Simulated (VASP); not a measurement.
Here is a VASP 6.6.1 calculation.

POSCAR

```
HfC
1.0
    3.2512341191      0.0000000000      0.0000000000
   -1.6256170596      2.8156514600      0.0000000000
    0.0000000000      0.0000000000      5.0601015024
Hf C
2 2
Direct
    0.6666666667      0.3333333333      0.7500000000
    0.3333333333      0.6666666667      0.2500000000
    0.0000000000      0.0000000000      0.0000000000
    0.0000000000      0.0000000000      0.5000000000
```

Contents of INCAR.step1:

```
SYSTEM = HfC
PREC     = Accurate       ! precision mode
ENCUT    = 520            ! plane-wave cutoff, eV
ISMEAR   = -1             ! smearing method
SIGMA    = 0.1            ! smearing width, eV
LREAL    = .FALSE.        ! projectors in reciprocal space
LASPH    = .TRUE.         ! aspherical terms in the spheres
NELM     = 60             ! most SCF steps
NBANDS   = 22             ! bands
GGA      = PE             ! functional
ALGO     = Normal         ! electronic algorithm
EDIFF    = 1E-4           ! SCF threshold, eV
LWAVE    = .TRUE.         ! write WAVECAR
LCHARG   = .FALSE.        ! write CHGCAR
```

The input INCAR.step2:

```
SYSTEM = HfC
PREC     = Accurate       ! precision mode
ENCUT    = 520            ! plane-wave cutoff, eV
EDIFF    = 1E-6           ! SCF threshold, eV
ISMEAR   = -1             ! smearing method
SIGMA    = 0.1            ! smearing width, eV
LREAL    = .FALSE.        ! projectors in reciprocal space
LASPH    = .TRUE.         ! aspherical terms in the spheres
NELM     = 60             ! most SCF steps
ALGO     = Normal         ! electronic algorithm
ISIF     = 2              ! what is computed and relaxed
LWAVE    = .FALSE.        ! write WAVECAR
LCHARG   = .FALSE.        ! write CHGCAR
METAGGA  = R2SCAN         ! meta-GGA
LMIXTAU  = .TRUE.       
NBANDS   = 22             ! bands
ISTART   = 1
```

The input KPOINTS:

```
Automatic mesh
0
G
  8 8 5
  0 0 0
```

Potentials or basis: VASP PAW PBE potentials, release 64 (Hf_pv, C).

The run is started by

```console
$ cat potpaw_PBE.64/Hf_pv/POTCAR potpaw_PBE.64/C/POTCAR > POTCAR
$ cp INCAR.step1 INCAR
$ mpirun -np 1 vasp_std > vasp.out
$ cp INCAR.step2 INCAR
$ mpirun -np 1 vasp_std > vasp.out
```

Question: What does it give for the pressure?

Answer: 19.3 GPa.

Question: Predict the band gap on the k mesh.

Answer: Zero (band 14 reaches 8.35 eV, above the bottom of band 15 at 6.89 eV).

Stress tensor (GPa, compression positive):
```
17.72  0.00  0.00
 0.00 17.72  0.00
 0.00  0.00 22.59
```

Caveat: the PAW data sets were made with another functional, which shifts forces and pressure a little; spin-orbit coupling is left out, which moves the levels of the heavy elements.
